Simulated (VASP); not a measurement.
Crystal: Ti.

```
Ti
1.0
     2.69000    0.00000    0.00000
     0.00000    2.69000    0.00000
     0.00000    0.00000    2.69000
Ti
1
Cartesian
  0.0000 0.0000 0.0000
```

This isn't the form of Ti at room conditions, which is hcp.

| Quantity | Value |
| --- | --- |
| Program | VASP 6.6.1 |
| Task | relaxation of cell and atoms |
| Functional | r2SCAN |
| Potentials or basis | VASP PAW PBE potentials, release 64 (Ti_sv) |
| Cutoff | 600 eV |
| k mesh | 17 × 17 × 17 |
| Occupations | fermi-dirac, width 0.1 eV |
| Spin | no spin polarisation |

At the start: pressure -4.6 GPa; volume 19.47 Å³/atom.

How do energy, volume and symmetry change on relaxing?

Over 6 steps the energy falls by 18.5 meV/atom and the volume is 18.26 Å³/atom (-6.2 %); space group Pm-3m (No. 221, to 0.1 Å) before and after.

The path:
| step | energy change (eV) | largest force (eV/Å) | pressure (GPa) | volume (Å³) |
| --- | --- | --- | --- | --- |
| 1 | 0.0000 | 0.0000 | -4.60 | 19.47 |
| 2 | -0.0172 | 0.0000 | 1.33 | 17.93 |
| 3 | -0.0186 | 0.0000 | 0.43 | 18.23 |
| 4 | -0.0184 | 0.0000 | -0.28 | 18.33 |
| 5 | -0.0185 | 0.0000 | -0.26 | 18.29 |
| 6 | -0.0185 | 0.0000 | -0.12 | 18.26 |

Final structure:
```xyz
1
Lattice="2.6333 0.0000 0.0000 0.0000 2.6333 0.0000 0.0000 0.0000 2.6333" Properties=species:S:1:pos:R:3 pbc="T T T"
Ti    0.0000    0.0000    0.0000
```

Caveat: the PAW data sets were made with another functional, which shifts forces and pressure a little.
